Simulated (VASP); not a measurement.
Input of a VASP 6.6.1 run:

INCAR

```
ALGO = Fast
EDIFF = 1E-7
ENCUT = 520
GGA = PS
ISIF = 2
ISMEAR = 0
LASPH = T
LCHARG = F
LREAL = F
LWAVE = F
NBANDS = 14
NELM = 60
PREC = Accurate
SIGMA = 0.1
```

Contents of KPOINTS:

```
k-points
0
Gamma
  10 10 10
```

Contents of POSCAR:

```
AlNi
1.0
    1.9200181183     -1.9425589801     -0.0037790393
    1.9512319427      1.9735411424      0.0255001712
    0.0173630105      0.0232309344      3.1752880394
Al Ni
1 1
Direct
   -0.0042343019      0.0203536993     -0.0081235684
    0.5000516049      0.4946897599      0.4962920952
```

Potentials or basis: VASP PAW PBE potentials, release 64 (Al, Ni).

Command:

```console
$ cat potpaw_PBE.64/Al/POTCAR potpaw_PBE.64/Ni/POTCAR > POTCAR
$ mpirun -np 1 vasp_std > vasp.out
```

(1) Estimate the largest force.

(2) Predict the pressure.

(3) Predict the band gap on the k mesh.

Answers

(1) 0.389 eV/Å.

(2) -2.9 GPa.

(3) zero (an odd number of electrons rules out a gap without spin polarisation).

Caveat: the cell differs from its parent crystal (atoms moved at random and the cell strained at random); the stress differs along the axes, from -8 to 0 GPa; the PAW data sets were made with another functional, which shifts forces and pressure a little.
